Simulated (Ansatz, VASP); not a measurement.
Te2Mo: VASP beside Ansatz

```xyz
6
Lattice="3.5604 0.0000 0.0000 -1.7802 3.0834 0.0000 0.0000 0.0000 24.8113" Properties=species:S:1:pos:R:3 pbc="T T T"
Te    0.0000    2.0556    5.5488
Te    1.7802    1.0278   22.8420
Te    1.7802    1.0278   19.2625
Te    0.0000    2.0556    1.9693
Mo    1.7802    1.0278    3.7599
Mo    0.0000    2.0556   21.0513
```

Alike in both runs: task relaxation of cell and atoms; functional r2SCAN; k mesh 9 × 9 × 2; occupations fermi-dirac, width 0.05 eV; no spin polarisation.

```csv
,VASP,Ansatz
version,VASP 6.6.1,Ansatz 0.2.0
potentials or method,"VASP PAW PBE potentials, release 64 (Te, Mo_sv)",Ansatz PAW
plane-wave cutoff (eV),600,500
valence electrons in the cell,52,92
```

VASP gave:

* gap on the k mesh at the Fermi level, each at its own relaxed structure (eV): 1.09
* relaxed volume (Å³/atom): 44.70
* relaxed length of the cell vector where the two differ most in proportion (Å): 24.389

Q: What did Ansatz give for the same quantities?

A: gap on the k mesh at the Fermi level, each at its own relaxed structure (eV): 1.09; relaxed volume (Å³/atom): 45.29; relaxed length of the cell vector where the two differ most in proportion (Å): 24.721.

VASP's potentials were made for PBE, not for r2SCAN. VASP's potentials hold 52 valence electrons a cell and Ansatz's 92, so a difference there can come from the potentials and not from the codes.

Spin-orbit coupling is off throughout. Noted on Ansatz's run: odd divisions of the mesh miss points on the zone boundary, where band edges often lie, so the gap on the mesh can be too wide; the plane-wave basis is chosen anew once the cell has moved, so the energies of steps on either side of that aren't comparable.
